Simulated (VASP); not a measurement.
# Zr4C5 in VASP: relaxation of the atoms with PBE

Aim: the relaxation of the atoms of Zr4C5 with PBE.

Program: VASP 6.6.1. These are calculated values, not measurements. Logs are shortened: lines on timing, memory, paths and dates and some standing lists are left out, and cuts for length are marked.

## Step 1: The cell of the first run

The cell holds a slab with vacuum, 9 atoms: a = 3.324 Å, b = 3.324 Å, c = 27.855 Å, α = 90.00°, β = 90.00°, γ = 120.00°.

## Step 2: Relaxation of the atoms, PBE

The input, INCAR:

```
SYSTEM = Zr4C5
PREC = Accurate
ENCUT = 520
EDIFF = 1E-7
ISMEAR = 0
SIGMA = 0.1
LREAL = .False.
LASPH = .True.
NELM = 120
ALGO = Normal
ISIF = 2
LWAVE = .False.
LCHARG = .False.
LDIPOL = .True.
IDIPOL = 3
DIPOL = 0.5 0.5 0.500
GGA = PE
IBRION = 2
NSW = 60
EDIFFG = -0.04
GGA_COMPAT = .False.
NELMIN = 4
NELMDL = -8
```

The input, KPOINTS:

```
regular mesh
0
Gamma
  9 9 1
  0 0 0
```

The input, POSCAR:

```
Zr4C5
1.0
    3.3236988600      0.0000000000      0.0000000000
   -1.6618494300      2.8784076400      0.0000000000
    0.0000000000      0.0000000000     27.8551552282
C Zr
5 4
Selective dynamics
Direct
    0.6666666700      0.3333333300      0.3051499778  F F F
    0.3333333300      0.6666666700      0.4025749941  F F F
    0.0000000000      0.0000000000      0.5000000000  T T T
    0.6666666700      0.3333333300      0.5974250059  T T T
    0.3333333300      0.6666666700      0.6948500222  T T T
    0.0000000000      0.0000000000      0.3538624911  F F F
    0.6666666700      0.3333333300      0.4512874970  F F F
    0.3333333300      0.6666666700      0.5487125030  T T T
    0.0000000000      0.0000000000      0.6461375089  T T T
```

Potentials or basis: VASP PAW PBE potentials, release 64 (C, Zr_sv).

Started as:

```console
$ cat potpaw_PBE.64/C/POTCAR potpaw_PBE.64/Zr_sv/POTCAR > POTCAR
$ mpirun -np 1 vasp_std > vasp.out
```

OUTCAR:

```text
SYSTEM = Zr4C5
   PREC = Accurate
   ENCUT = 520
   EDIFF = 1E-7
   ISMEAR = 0
   LREAL = .False.
   LASPH = .True.
   NELM = 120
   ISIF = 2
   GGA = PE
   IBRION = 2
   NSW = 60
   EDIFFG = -0.04
   NELMIN = 4
   NELMDL = -8

 ion  position               nearest neighbor table
   1  0.667  0.333  0.305-   6 2.35   6 2.35   6 2.35
   2  0.333  0.667  0.403-   7 2.35   7 2.35   6 2.35   6 2.35   6 2.35   7 2.35
   3  0.000  0.000  0.500-   7 2.35   8 2.35   8 2.35   7 2.35   7 2.35   8 2.35
   4  0.667  0.333  0.597-   8 2.35   8 2.35   9 2.35   9 2.35   9 2.35   8 2.35
   5  0.333  0.667  0.695-   9 2.35   9 2.35   9 2.35
   6  0.000  0.000  0.354-   2 2.35   2 2.35   2 2.35   1 2.35   1 2.35   1 2.35   7 3.32   7 3.32
                             7 3.32
   7  0.667  0.333  0.451-   2 2.35   2 2.35   3 2.35   3 2.35   3 2.35   2 2.35   6 3.32   8 3.32
                             8 3.32   6 3.32   6 3.32   8 3.32
   8  0.333  0.667  0.549-   4 2.35   4 2.35   3 2.35   3 2.35   3 2.35   4 2.35   9 3.32   7 3.32
                             7 3.32   9 3.32   9 3.32   7 3.32
   9  0.000  0.000  0.646-   4 2.35   4 2.35   4 2.35   5 2.35   5 2.35   5 2.35   8 3.32   8 3.32
                             8 3.32

  LATTYP: Found a hexagonal cell.
 ALAT       =     3.3236988600
 C/A-ratio  =     8.3807698596

  Lattice vectors:

 A1 = (   3.3236988600,   0.0000000000,   0.0000000000)
 A2 = (  -1.6618494300,   2.8784076400,   0.0000000000)
 A3 = (   0.0000000000,   0.0000000000,  27.8551552282)

Analysis of symmetry for initial positions (statically):
=====================================================================
 Subroutine PRICEL returns:
 Original cell was already a primitive cell.

 Routine SETGRP: Setting up the symmetry group for a
 hexagonal supercell.

 Subroutine GETGRP returns: Found 12 space group operations
 (whereof 12 operations were pure point group operations)
 out of a pool of 24 trial point group operations.

The static configuration has the point symmetry D_3d.

Analysis of symmetry for dynamics (positions and initial velocities):
=====================================================================
 Subroutine PRICEL returns:
 Original cell was already a primitive cell.

 Routine SETGRP: Setting up the symmetry group for a
 hexagonal supercell.

 Subroutine GETGRP returns: Found 12 space group operations
 (whereof 12 operations were pure point group operations)
 out of a pool of 24 trial point group operations.

The dynamic configuration has the point symmetry D_3d.

Analysis of constrained symmetry for selective dynamics:
=====================================================================
 Subroutine PRICEL returns:
 Original cell was already a primitive cell.

 Routine SETGRP: Setting up the symmetry group for a
 hexagonal supercell.

 Subroutine GETGRP returns: Found  6 space group operations
 (whereof  6 operations were pure point group operations)
 out of a pool of 24 trial point group operations.

The constrained configuration has the point symmetry C_3v.

 Subroutine INISYM returns: Found  6 space group operations
 (whereof  6 operations are pure point group operations),
 and found     1 'primitive' translations

----------------------------------------------------------------------------------------

                                     Primitive cell

  volume of cell :     266.4892

  direct lattice vectors                    reciprocal lattice vectors
     3.323698860  0.000000000  0.000000000     0.300869616  0.173707154  0.000000000
    -1.661849430  2.878407640  0.000000000     0.000000000  0.347414309  0.000000000
     0.000000000  0.000000000 27.855155228     0.000000000  0.000000000  0.035899997

  length of vectors
     3.323698860  3.323698854 27.855155228     0.347414308  0.347414309  0.035899997

  position of ions in fractional coordinates (direct lattice)
     0.666666670  0.333333330  0.305149978
     0.333333330  0.666666670  0.402574994
     0.000000000  0.000000000  0.500000000
     0.666666670  0.333333330  0.597425006
     0.333333330  0.666666670  0.694850022
     0.000000000  0.000000000  0.353862491
     0.666666670  0.333333330  0.451287497
     0.333333330  0.666666670  0.548712503
     0.000000000  0.000000000  0.646137509

  ion indices of the primitive-cell ions
   primitive index   ion index
                 1           1
                 2           2
                 3           3
[... 65 lines left out ...]
   EDIFF  = 0.1E-06   stopping-criterion for ELM
   LREAL  =      F    real-space projection
   EDIFFG = -.4E-01   stopping-criterion for IOM
   NSW    =     60    number of steps for IOM
   IBRION =      2    ionic relax: 0-MD 1-quasi-New 2-CG
   NFREE  =      1    steps in history (QN), initial steepest desc. (CG)
   ISIF   =      2    stress and relaxation
   ISYM   =      2    0-nonsym 1-usesym 2-fastsym
   POTIM  = 0.5000    time-step for ionic-motion
   TEBEG  =    0.0;   TEEND  =   0.0 temperature during run
   PSTRESS=    0.0 pullay stress
   NELECT =      68.0000    total number of electrons
   NUPDOWN=      -1.0000    fix difference up-down
   EMIN   =  10.00;   EMAX   =-10.00  energy-range for DOS
   EFERMI =   0.00;   METHOD = LEGACY
   ISMEAR =     0;   SIGMA  =   0.10  broadening in eV -4-tet -1-fermi 0-gaus
   EFERMI_NEDOS =   21; number of points for ismear=-14 and -15
   IALGO  =     38    algorithm
   IMIX   =      4    mixing-type and parameters
     AMIX     =   0.40;   BMIX     =  1.00
     AMIX_MAG =   1.60;   BMIX_MAG =  1.00
  volume/ion in A,a.u.               =      29.61       199.82
  Fermi-wavevector in a.u.,A,eV,Ry     =   1.038368  1.962231 14.669911  1.078208
  Thomas-Fermi vector in A             =   2.172849
   LORBIT       =      0    0 simple, 1 ext, 2 COOP (PROOUT), +10 PAW based schemes
   GGA     = PE    functional components
   LHFCALC =     F    Hartree Fock is set to
   AEXX    =    0.0000 exact exchange contribution
   IVDW    =     0    specifies the selected vdW correction
   LEPSILON=     F    determine dielectric tensor
   LRPA    =     F    only Hartree local field effects (RPA)
 conjugate gradient relaxation of ions
 non-spin polarized calculation
 Gauss-broadening in eV      SIGMA  =   0.10
  energy-cutoff  :      520.00
  volume of cell :      266.49
 maximum number of plane-waves:      7219
 NGX is ok and might be reduce to    28
   NGX = 13   NGY = 13   NGZ =103

--------------------------------------- Ionic step        1  -------------------------------------------

 number of electron      67.9999999 magnetization

 Free energy of the ion-electron system (eV)
  ---------------------------------------------------
  ext. energy  EPLUGINS =         0.00000000
  ---------------------------------------------------
  free energy    TOTEN  =       -78.47549402 eV

  energy without entropy =      -78.43975724  energy(sigma->0) =      -78.45762563

------------------------ aborting loop because EDIFF is reached ----------------------------------------

  FORCE on cell =-STRESS in cart. coord.  units (eV):
  Direction    XX          YY          ZZ          XY          YZ          ZX
  --------------------------------------------------------------------------------------
  -------------------------------------------------------------------------------------
  Total       -1.8177226     -1.8177226     -3.2266979      0.0000000      0.0000000     -0.0000000
  in kB      -10.9284519    -10.9284518    -19.3994462      0.0000000      0.0000000     -0.0000000
  external PRESSURE =     -13.7521166 kB  Pullay stress =       0.0000000 kB
[... 30 lines left out ...]
--------------------------------------- Ionic step        2  -------------------------------------------

 number of electron      67.9999999 magnetization

 E-fermi :   0.0040     XC(G=0):  -5.7765

 val. band max:       -0.0083279417   @ k =   0.3333   0.0000   0.0000
 cond. band min:       0.0433940261   @ k =   0.2222   0.2222   0.0000
 fundamental gap:      0.0517219677
 Fermi energy:         0.0039522600

 k-point     1 :       0.0000    0.0000    0.0000
  band No.  band energies     occupation
      1     -48.2990      2.00000
      2     -48.2447      2.00000
      3     -47.9761      2.00000
      4     -47.8249      2.00000
      5     -26.7381      2.00000
      6     -26.3822      2.00000
[... 584 lines left out ...]
  FREE ENERGIE OF THE ION-ELECTRON SYSTEM (eV)
  ---------------------------------------------------
  free  energy   TOTEN  =       -78.5829092304 eV

  energy  without entropy=      -78.5455983893  energy(sigma->0) =      -78.56425381

[... ionic steps 4 to 11 ...]

--------------------------------------- Ionic step       12  -------------------------------------------

 number of electron      68.0000000 magnetization

------------------------ aborting loop because EDIFF is reached ----------------------------------------
[... 75 lines left out ...]
  FREE ENERGIE OF THE ION-ELECTRON SYSTEM (eV)
  ---------------------------------------------------
  free  energy   TOTEN  =       -78.6143496428 eV

  energy  without entropy=      -78.5815193017  energy(sigma->0) =      -78.59793447

 dipolmoment           0.000000      0.000000      0.000349 electrons x Angstroem

--------------------------------------- Ionic step       14  -------------------------------------------

 number of electron      68.0000000 magnetization

 dipolmoment           0.000000      0.000000     -0.000418 electrons x Angstroem

 Free energy of the ion-electron system (eV)
  ---------------------------------------------------
  ext. energy  EPLUGINS =         0.00000000
  ---------------------------------------------------
  free energy    TOTEN  =       -78.61440578 eV

  energy without entropy =      -78.58145901  energy(sigma->0) =      -78.59793239

 E-fermi :  -0.0265     XC(G=0):  -5.7348

 val. band max:       -0.0414872683   @ k =   0.1111   0.0000   0.0000
 cond. band min:      -0.0149539240   @ k =   0.3333   0.3333   0.0000
 fundamental gap:      0.0265333443
 Fermi energy:        -0.0265085677

 k-point     1 :       0.0000    0.0000    0.0000
  band No.  band energies     occupation
      1     -48.2899      2.00000
      2     -48.2324      2.00000
      3     -47.9970      2.00000
      4     -47.6674      2.00000
      5     -26.7335      2.00000
      6     -26.3809      2.00000
[... 505 lines left out ...]
     39       2.8373      0.00000
     40       3.6444      0.00000

------------------------ aborting loop because EDIFF is reached ----------------------------------------

 vacuum level on the upper side and lower side of the slab       (xc-potential included)        -0.083        -0.081

  FORCE on cell =-STRESS in cart. coord.  units (eV):
  Direction    XX          YY          ZZ          XY          YZ          ZX
  --------------------------------------------------------------------------------------
  -------------------------------------------------------------------------------------
  Total        0.0463930      0.0463930     -1.7160013      0.0000000      0.0000000      0.0000000
  in kB        0.2789222      0.2789222    -10.3168863      0.0000000      0.0000000      0.0000000
  external PRESSURE =      -3.2530140 kB  Pullay stress =       0.0000000 kB
[... 24 lines left out ...]
  FREE ENERGIE OF THE ION-ELECTRON SYSTEM (eV)
  ---------------------------------------------------
  free  energy   TOTEN  =       -78.6144057752 eV

  energy  without entropy=      -78.5814590134  energy(sigma->0) =      -78.59793239

 reached required accuracy - stopping structural energy minimisation

 vacuum level on the upper side and lower side of the slab         6.727         6.724
```

It took 66 min on 1 thread of Oxide Virtual Turin-like, shared host; peak memory 0.47 GiB.

Results:

- Free energy: -78.6144 eV
- Energy gained by relaxing: 15.4 meV/atom
- Ionic steps: 14
- Band gap on the k mesh: zero (bands 34 and 35 overlap by 0.79 eV)

The path:
| step | energy change (eV) | largest force on free atoms (eV/Å) | pressure (GPa) |
| --- | --- | --- | --- |
| 1 | 0.0000 | 1.2356 | -1.38 |
| 2 | -0.0971 | 0.6732 | -1.17 |
| 3 | -0.1074 | 0.6775 | -1.02 |
| 4 | -0.1288 | 0.2386 | -0.83 |
| 5 | -0.1303 | 0.2282 | -0.76 |
| 6 | -0.1335 | 0.0859 | -0.74 |
| 7 | -0.1339 | 0.1227 | -0.72 |
| 8 | -0.1351 | 0.0785 | -0.66 |
| 9 | -0.1353 | 0.1108 | -0.63 |
| 10 | -0.1365 | 0.0781 | -0.56 |
| 11 | -0.1382 | 0.1035 | -0.37 |
| 12 | -0.1388 | 0.0406 | -0.34 |
| 13 | -0.1389 | 0.0432 | -0.34 |
| 14 | -0.1389 | 0.0257 | -0.33 |

Final structure:
```yaml
crystal:
  lattice:
    - [3.32370, 0.00000, 0.00000]
    - [-1.66185, 2.87841, 0.00000]
    - [0.00000, 0.00000, 27.85516]
  atoms:
    - { symbol: C, position: [0.66667, 0.33333, 0.30515] }
    - { symbol: C, position: [0.33333, 0.66667, 0.40258] }
    - { symbol: C, position: [0.00000, 0.00000, 0.49998] }
    - { symbol: C, position: [0.66667, 0.33333, 0.59713] }
    - { symbol: C, position: [0.33333, 0.66667, 0.68816] }
    - { symbol: Zr, position: [0.00000, 0.00000, 0.35386] }
    - { symbol: Zr, position: [0.66667, 0.33333, 0.45129] }
    - { symbol: Zr, position: [0.33333, 0.66667, 0.54871] }
    - { symbol: Zr, position: [0.00000, 0.00000, 0.64684] }
```

Levels at points of the mesh, in eV from the Fermi level:
| k point | band 30 | band 31 | band 32 | band 33 | band 34 | band 35 | band 36 | band 37 | band 38 | band 39 |
| --- | --- | --- | --- | --- | --- | --- | --- | --- | --- | --- |
| (0.00, 0.00, 0.00) | -1.29 | -0.62 | 0.04 | 0.04 | 0.66 | 1.10 | 1.10 | 1.46 | 1.46 | 1.87 |

The gap in the log of VASP goes by the Fermi energy; the results here count the filled bands.